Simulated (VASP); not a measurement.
# NbRu3C (Pm-3m) in VASP: a series of runs, part 2 of 2

VASP 6.6.1. Earlier steps stand in the parts before.

## 3. Single point, PBE

This run uses another cell than the first one, of 13.44 Å³/atom.

INCAR reads:

```
SYSTEM = NbRu3C
PREC     = Accurate       ! precision mode
ENCUT    = 520            ! plane-wave cutoff, eV
EDIFF    = 1E-6           ! SCF threshold, eV
ISMEAR   = -1             ! smearing method
SIGMA    = 0.1            ! smearing width, eV
LREAL    = .False.        ! projectors in reciprocal space
LASPH    = .True.         ! aspherical terms in the spheres
NELM     = 100            ! most SCF steps
ALGO     = Normal         ! electronic algorithm
ISIF     = 2              ! what is computed and relaxed
LWAVE    = .False.        ! write WAVECAR
LCHARG   = .True.         ! write CHGCAR
GGA      = PE             ! functional
LELF     = .True.         ! ELF
LVHAR    = .True.       
NBANDS   = 38             ! bands
```

KPOINTS reads:

```
regular mesh
0
Gamma
  6 6 6
  0 0 0
```

POSCAR reads:

```
NbRu3C
1.0
    4.0651400000      0.0000000000      0.0000000000
    0.0000000000      4.0651400000      0.0000000000
    0.0000000000      0.0000000000      4.0651400000
Nb Ru C
1 3 1
Direct
    0.0000000000      0.0000000000      0.0000000000
    0.0000000000      0.5000000000      0.5000000000
    0.5000000000      0.0000000000      0.5000000000
    0.5000000000      0.5000000000      0.0000000000
    0.5000000000      0.5000000000      0.5000000000
```

Potentials or basis: VASP PAW PBE potentials, release 64 (Nb_sv, Ru_pv, C).

The run is started by

```sh
> cat potpaw_PBE.64/Nb_sv/POTCAR potpaw_PBE.64/Ru_pv/POTCAR potpaw_PBE.64/C/POTCAR > POTCAR
> mpirun -np 1 vasp_std > vasp.out
```

OUTCAR:

```text
SYSTEM = NbRu3C
   PREC = Accurate
   ENCUT = 520
   EDIFF = 1E-6
   ISMEAR = -1
   LREAL = .False.
   LASPH = .True.
   NELM = 100
   ISIF = 2
   GGA = PE

 ion  position               nearest neighbor table
   1  0.000  0.000  0.000-   2 2.87   3 2.87   4 2.87   2 2.87   3 2.87   2 2.87   4 2.87   2 2.87
                             3 2.87   4 2.87   3 2.87   4 2.87
   2  0.000  0.500  0.500-   5 2.03   5 2.03   4 2.87   1 2.87   1 2.87   4 2.87   1 2.87   3 2.87
                             1 2.87   3 2.87   4 2.87   3 2.87   4 2.87   3 2.87
   3  0.500  0.000  0.500-   5 2.03   5 2.03   4 2.87   1 2.87   1 2.87   4 2.87   2 2.87   4 2.87
                             2 2.87   4 2.87   1 2.87   2 2.87   1 2.87   2 2.87
   4  0.500  0.500  0.000-   5 2.03   5 2.03   3 2.87   1 2.87   2 2.87   3 2.87   2 2.87   1 2.87
                             3 2.87   3 2.87   1 2.87   2 2.87   2 2.87   1 2.87
   5  0.500  0.500  0.500-   2 2.03   3 2.03   4 2.03   4 2.03   3 2.03   2 2.03

  LATTYP: Found a simple cubic cell.
 ALAT       =     4.0651400000

  Lattice vectors:

 A1 = (   4.0651400000,   0.0000000000,   0.0000000000)
 A2 = (   0.0000000000,   4.0651400000,   0.0000000000)
 A3 = (   0.0000000000,   0.0000000000,   4.0651400000)

Analysis of symmetry for initial positions (statically):
=====================================================================
 Subroutine PRICEL returns:
 Original cell was already a primitive cell.

 Routine SETGRP: Setting up the symmetry group for a
 simple cubic supercell.

 Subroutine GETGRP returns: Found 48 space group operations
 (whereof 48 operations were pure point group operations)
 out of a pool of 48 trial point group operations.

The static configuration has the point symmetry O_h .

Analysis of symmetry for dynamics (positions and initial velocities):
=====================================================================
 Subroutine PRICEL returns:
 Original cell was already a primitive cell.

 Routine SETGRP: Setting up the symmetry group for a
 simple cubic supercell.

 Subroutine GETGRP returns: Found 48 space group operations
 (whereof 48 operations were pure point group operations)
 out of a pool of 48 trial point group operations.

The dynamic configuration has the point symmetry O_h .

 Subroutine INISYM returns: Found 48 space group operations
 (whereof 48 operations are pure point group operations),
 and found     1 'primitive' translations

----------------------------------------------------------------------------------------

                                     Primitive cell

  volume of cell :      67.1779

  direct lattice vectors                    reciprocal lattice vectors
     4.065140000  0.000000000  0.000000000     0.245993988  0.000000000  0.000000000
     0.000000000  4.065140000  0.000000000     0.000000000  0.245993988  0.000000000
     0.000000000  0.000000000  4.065140000     0.000000000  0.000000000  0.245993988

  length of vectors
     4.065140000  4.065140000  4.065140000     0.245993988  0.245993988  0.245993988

  position of ions in fractional coordinates (direct lattice)
     0.000000000  0.000000000  0.000000000
     0.000000000  0.500000000  0.500000000
     0.500000000  0.000000000  0.500000000
     0.500000000  0.500000000  0.000000000
     0.500000000  0.500000000  0.500000000

[... 32 lines left out ...]
 Found     20 irreducible k-points:

 Following reciprocal coordinates:
            Coordinates               Weight
  0.000000  0.000000  0.000000      1.000000
  0.166667  0.000000  0.000000      6.000000
  0.333333  0.000000  0.000000      6.000000
  0.500000  0.000000  0.000000      3.000000
  0.166667  0.166667  0.000000     12.000000
  0.333333  0.166667  0.000000     24.000000
[... 12 lines left out ...]
  0.500000  0.500000  0.333333      6.000000
  0.500000  0.500000  0.500000      1.000000
   k-points           NKPTS =     20   k-points in BZ     NKDIM =     20   number of bands    NBANDS=     38
   number of dos      NEDOS =    301   number of ions     NIONS =      5
   total plane-waves  NPLWV =  27000
   dimension x,y,z NGX =    30 NGY =   30 NGZ =   30
   dimension x,y,z NGXF=    60 NGYF=   60 NGZF=   60
   ions per type =               1   3   1
   NGX,Y,Z   is equivalent  to a cutoff of  12.27, 12.27, 12.27 a.u.
   NGXF,Y,Z  is equivalent  to a cutoff of  24.54, 24.54, 24.54 a.u.
 SYSTEM =  NbRu3C
   PREC   = accura    normal or accurate (medium, high low for compatibility)
   ISTART =      0    job   : 0-new  1-cont  2-samecut
   ICHARG =      2    charge: 1-file 2-atom 10-const
   ISPIN  =      1    spin polarized calculation?
   LNONCOLLINEAR =      F non collinear calculations
   LSORBIT =      F    spin-orbit coupling
   LASPH  =      T    aspherical Exc in radial PAW
   ENCUT  =  520.0 eV  38.22 Ry    6.18 a.u.   7.56  7.56  7.56*2*pi/ulx,y,z
   NELM   =    100;   NELMIN=  2; NELMDL= -5     # of ELM steps
   EDIFF  = 0.1E-05   stopping-criterion for ELM
   LREAL  =      F    real-space projection
   EDIFFG = 0.1E-04   stopping-criterion for IOM
   NSW    =      0    number of steps for IOM
   IBRION =     -1    ionic relax: 0-MD 1-quasi-New 2-CG
   NFREE  =      0    steps in history (QN), initial steepest desc. (CG)
   ISIF   =      2    stress and relaxation
   ISYM   =      2    0-nonsym 1-usesym 2-fastsym
   POTIM  = 0.5000    time-step for ionic-motion
   TEBEG  =    0.0;   TEEND  =   0.0 temperature during run
   PSTRESS=    0.0 pullay stress
   NELECT =      59.0000    total number of electrons
   NUPDOWN=      -1.0000    fix difference up-down
   EMIN   =  10.00;   EMAX   =-10.00  energy-range for DOS
   EFERMI =   0.00;   METHOD = LEGACY
   ISMEAR =    -1;   SIGMA  =   0.10  broadening in eV -4-tet -1-fermi 0-gaus
   EFERMI_NEDOS =   21; number of points for ismear=-14 and -15
   IALGO  =     38    algorithm
   IMIX   =      4    mixing-type and parameters
     AMIX     =   0.40;   BMIX     =  1.00
     AMIX_MAG =   1.60;   BMIX_MAG =  1.00
  volume/ion in A,a.u.               =      13.44        90.67
  Fermi-wavevector in a.u.,A,eV,Ry     =   1.567774  2.962662 33.441948  2.457914
  Thomas-Fermi vector in A             =   2.669903
   LORBIT       =      0    0 simple, 1 ext, 2 COOP (PROOUT), +10 PAW based schemes
   GGA     = PE    functional components
   LHFCALC =     F    Hartree Fock is set to
   AEXX    =    0.0000 exact exchange contribution
   IVDW    =     0    specifies the selected vdW correction
   LEPSILON=     F    determine dielectric tensor
   LRPA    =     F    only Hartree local field effects (RPA)
 non-spin polarized calculation
  energy-cutoff  :      520.00
  volume of cell :       67.18
 maximum number of plane-waves:      1856
   NGX = 15   NGY = 15   NGZ = 15

 number of electron      59.0000034 magnetization

 Free energy of the ion-electron system (eV)
  ---------------------------------------------------
  ext. energy  EPLUGINS =         0.00000000
  ---------------------------------------------------
  free energy    TOTEN  =       -47.39432378 eV

  energy without entropy =      -47.27431286  energy(sigma->0) =      -47.33431832

 E-fermi :  12.1057     XC(G=0): -13.3350

 val. band max:       12.1041038577   @ k =   0.5000   0.1667   0.1667
 cond. band min:      12.1138106027   @ k =   0.3333   0.3333   0.1667
 fundamental gap:      0.0097067450
 Fermi energy:        12.1057090865

 k-point     1 :       0.0000    0.0000    0.0000
  band No.  band energies     occupation
      1     -43.9405      2.00000
      2     -31.5808      2.00000
      3     -31.5808      2.00000
      4     -31.5808      2.00000
      5     -30.9332      2.00000
      6     -30.9332      2.00000
[... 809 lines left out ...]
     37      14.3460      0.00000
     38      17.4313      0.00000

------------------------ aborting loop because EDIFF is reached ----------------------------------------

  FORCE on cell =-STRESS in cart. coord.  units (eV):
  Direction    XX          YY          ZZ          XY          YZ          ZX
  --------------------------------------------------------------------------------------
  -------------------------------------------------------------------------------------
  Total       -1.3708594     -1.3708594     -1.3708594     -0.0000000     -0.0000000      0.0000000
  in kB      -32.6946718    -32.6946718    -32.6946718     -0.0000000     -0.0000000      0.0000000
  external PRESSURE =     -32.6946718 kB  Pullay stress =       0.0000000 kB

 VOLUME and BASIS-vectors are now :
 -----------------------------------------------------------------------------
  energy-cutoff  :      520.00
  volume of cell :       67.18
      direct lattice vectors                 reciprocal lattice vectors
     4.065140000  0.000000000  0.000000000     0.245993988  0.000000000  0.000000000
     0.000000000  4.065140000  0.000000000     0.000000000  0.245993988  0.000000000
     0.000000000  0.000000000  4.065140000     0.000000000  0.000000000  0.245993988

 POSITION                                       TOTAL-FORCE (eV/Angst)
 -----------------------------------------------------------------------------------
      0.00000      0.00000      0.00000         0.000000      0.000000      0.000000
      0.00000      2.03257      2.03257         0.000000      0.000000      0.000000
      2.03257      0.00000      2.03257         0.000000      0.000000      0.000000
      2.03257      2.03257      0.00000         0.000000      0.000000      0.000000
      2.03257      2.03257      2.03257         0.000000      0.000000      0.000000
 -----------------------------------------------------------------------------------
    total drift:                                0.000000      0.000000     -0.000000

  FREE ENERGIE OF THE ION-ELECTRON SYSTEM (eV)
  ---------------------------------------------------
  free  energy   TOTEN  =       -47.3943237823 eV

  energy  without entropy=      -47.2743128650  energy(sigma->0) =      -47.33431832
```

Run time: 1.7 min. Hardware: 1 thread of AMD EPYC 7R13, shared host; peak memory 0.16 GiB.

What came out:

* Free energy: -47.3943 eV
* Pressure: -3.3 GPa
* Band gap on the k mesh: zero (an odd number of electrons rules out a gap without spin polarisation)

Caveat: the cell stands under tension.
